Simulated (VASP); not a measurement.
Here is a VASP 6.6.1 calculation.

Contents of INCAR:

```
ALGO = Normal
EDIFF = 1E-6
ENCUT = 600
GGA = CA
GGA_COMPAT = False
ISIF = 2
ISMEAR = 0
LASPH = True
LCHARG = False
LREAL = False
LWAVE = False
NBANDS = 28
NELM = 120
PREC = Accurate
SIGMA = 0.01
```

The input KPOINTS:

```
k-points
0
Gamma
  4 4 4
```

POSCAR

```
BaZrO3
1.0
    4.0776558153      0.0000000000      0.0000000000
    0.0000000000      4.0776558153      0.0000000000
    0.0000000000      0.0000000000      4.0776558153
Ba Zr O
1 1 3
Direct
    0.0000000000      0.0000000000      0.0000000000
    0.5000000000      0.5000000000      0.5000000000
    0.0000000000      0.5000000000      0.5000000000
    0.5000000000      0.0000000000      0.5000000000
    0.5000000000      0.5000000000      0.0000000000
```

Potentials or basis: VASP PAW LDA potentials, release 64 (Ba_sv, Zr_sv, O).

Run with:

```sh
$ cat potpaw_LDA.64/Ba_sv/POTCAR potpaw_LDA.64/Zr_sv/POTCAR potpaw_LDA.64/O/POTCAR > POTCAR
$ mpirun -np 1 vasp_std > vasp.out
```

Question: What does it give for the band gap on the k mesh?

Answer: 3.22 eV, indirect (least direct gap 3.32 eV).

Question: Predict the pressure.

Answer: 11.7 GPa.

Caveat: spin-orbit coupling is left out, which moves the levels of the heavy elements. A k mesh can miss the band edges.
